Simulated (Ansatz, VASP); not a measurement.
## One calculation of Sb, two programs

POSCAR

```
Sb
1.0
   -1.8331395369      1.8331395369      1.8331395369
    1.8331395369     -1.8331395369      1.8331395369
    1.8331395369      1.8331395369     -1.8331395369
Sb
1
Direct
    0.0000000000      0.0000000000      0.0000000000
```

Contents of INCAR.step1:

```
PREC = Accurate
ENCUT = 520
ISMEAR = -1
SIGMA = 0.05
LREAL = F
LASPH = T
NELM = 100
NBANDS = 8
GGA = PE
ALGO = Normal
EDIFF = 1E-4
LWAVE = T
LCHARG = F
```

File INCAR.step2:

```
PREC = Accurate
ENCUT = 520
EDIFF = 1E-6
ISMEAR = -1
SIGMA = 0.05
LREAL = F
LASPH = T
NELM = 100
ALGO = Normal
ISIF = 2
LWAVE = F
LCHARG = T
METAGGA = R2SCAN
LMIXTAU = T
LELF = T
LVHAR = T
NBANDS = 8
ISTART = 1
```

The input KPOINTS:

```
regular mesh
0
Gamma
  10 10 10
```

The input input.yaml:

```yaml
crystal:
  lattice:
    - [-1.8331395369, 1.8331395369, 1.8331395369]
    - [1.8331395369, -1.8331395369, 1.8331395369]
    - [1.8331395369, 1.8331395369, -1.8331395369]
  atoms:
    - { symbol: Sb, position: [0.0, 0.0, 0.0] }
hamiltonian:
  xc: r2scan
  pseudopotentials: { kind: paw }
kpoints:
  mp_grid: { grid: [10, 10, 10] }
scf:
  occupations: { method: fermi_dirac, width: 0.05 }
output:
  forces: true
  stress: true
  eigenvalues: true
```

Alike in both runs: task single point; functional r2SCAN; k mesh 10 × 10 × 10; occupations fermi-dirac, width 0.05 eV; no spin polarisation.

|  | VASP | Ansatz |
| --- | --- | --- |
| version | VASP 6.6.1 | Ansatz 0.2.0 |
| potentials or method | VASP PAW PBE potentials, release 64 (Sb) | Ansatz PAW |
| plane-wave cutoff (eV) | 520 | 500 |
| valence electrons in the cell | 5 | 15 |

```csv
,VASP,Ansatz,Ansatz less VASP
gap on the k mesh at the Fermi level (eV),none,none,-
pressure (GPa),7.4,7.5,+0.06
```

VASP's potentials were made for PBE, not for r2SCAN. A gap of «none» marks a metal or a gap that the smearing closes. With one functional, cell and mesh, what is left measures potentials, basis and numerics. VASP's potentials hold 5 valence electrons a cell and Ansatz's 15, so a difference there can come from the potentials and not from the codes.

Spin-orbit coupling is off throughout.
